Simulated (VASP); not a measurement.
The system is Zn.

```
Zn
1.0
     2.39961    0.00000    0.00000
    -1.19981    2.07813    0.00000
     0.00000    0.00000    7.84009
Zn
4
Cartesian
  0.0000 0.0000 0.0000
  0.0000 1.3854 1.9600
  0.0000 0.0000 3.9200
  1.1998 0.6927 5.8801
```

| Quantity | Value |
| --- | --- |
| Program | VASP 6.6.1 |
| Task | relaxation of cell and atoms |
| Functional | r2SCAN |
| Potentials or basis | VASP PAW PBE potentials, release 64 (Zn) |
| Cutoff | 600 eV |
| k mesh | 12 × 12 × 4 |
| Occupations | gaussian, width 0.1 eV |
| Spin | no spin polarisation |

At the start: pressure 86.6 GPa; volume 9.77 Å³/atom.

**Question.** Where does the relaxation end?

**Answer.** Over 9 steps the energy falls by 827.0 meV/atom and the volume is 14.18 Å³/atom (+45.1 %); space group P6_3/mmc (No. 194, to 0.1 Å) before and after.

Step by step:
```csv
step,energy change (eV),largest force (eV/Å),pressure (GPa),volume (Å³)
1,0.0000,0.0000,86.65,39.10
2,-2.1491,0.0000,-12.83,77.28
3,-3.3007,0.0000,0.00,56.71
4,-3.2995,0.0000,-0.61,57.11
5,-3.3046,0.0000,0.14,56.70
6,-3.3058,0.0000,0.43,56.53
7,-3.3061,0.0000,1.10,56.19
8,-3.3063,0.0000,0.72,56.38
9,-3.3080,0.0000,0.19,56.71
```

Final structure:
```cif
data_structure
_symmetry_space_group_name_H-M 'P 1'
_symmetry_Int_Tables_number 1
_cell_length_a 2.7415
_cell_length_b 2.7415
_cell_length_c 8.7132
_cell_angle_alpha 90.000
_cell_angle_beta 90.000
_cell_angle_gamma 120.000
_cell_volume 56.71
loop_
_atom_site_label
_atom_site_type_symbol
_atom_site_fract_x
_atom_site_fract_y
_atom_site_fract_z
_atom_site_occupancy
Zn1 Zn 0.00000 0.00000 0.00000 1
Zn2 Zn 0.33333 0.66667 0.25000 1
Zn3 Zn 0.00000 0.00000 0.50000 1
Zn4 Zn 0.66667 0.33333 0.75000 1
```

Caveat: the volume moved by over 15 % at a fixed basis, so the end points are rough; the PAW data sets were made with another functional, which shifts forces and pressure a little.
